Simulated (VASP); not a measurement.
Set up this calculation in VASP 6.6.1, as the native input.

```
Task                   : electric field gradients
Functional             : LDA
Potentials or basis    : VASP PAW LDA potentials, release 64 (Na_pv)
Cutoff                 : 520 eV
k mesh                 : 11 × 11 × 6
Occupations            : fermi-dirac, width 0.05 eV
Spin                   : no spin polarisation
Dipole correction      : no
Further INCAR settings : ALGO = Normal; EDIFF = 1e-08; NBANDS = 14
```

The structure of Na lies in POSCAR:

```
Na
1.0
    3.7670009976      0.0000000000      0.0000000000
   -1.8835004988      3.2623185600      0.0000000000
    0.0000000000      0.0000000000      6.1540000000
Na
2
Direct
    0.3333333333      0.6666666667      0.2500000000
    0.6666666667      0.3333333333      0.7500000000
```

This isn't the form of Na at room conditions, which is bcc.

The input as run:

INCAR

```
  PREC = Accurate
  ENCUT = 520
  EDIFF = 1E-8
  ISMEAR = -1
  SIGMA = 0.05
  LREAL = F
  LASPH = T
  NELM = 80
  ALGO = Normal
  ISIF = 2
  LWAVE = F
  LCHARG = F
  GGA = CA
  LEFG = T
  NBANDS = 14
```

KPOINTS

```
regular mesh
0
Gamma
  11 11 6
```

Potentials or basis: VASP PAW LDA potentials, release 64 (Na_pv).

Command:

```bash
$ cat potpaw_LDA.64/Na_pv/POTCAR > POTCAR
$ mpirun -np 1 vasp_std > vasp.out
```

Results of the run:

The pressure is -0.9 GPa, the band gap on the k mesh is zero (bands 7 and 8 overlap by 4.00 eV) and the largest electric field gradient by atom is Na -0.5 V/Å².

Caveat: without QUAD_EFG the Cq values of the log hold for a quadrupole moment of 1 mb, not for the nuclei.

It took 74 s on 1 thread of Intel Xeon 8259CL (shared host), peak memory 0.18 GiB.
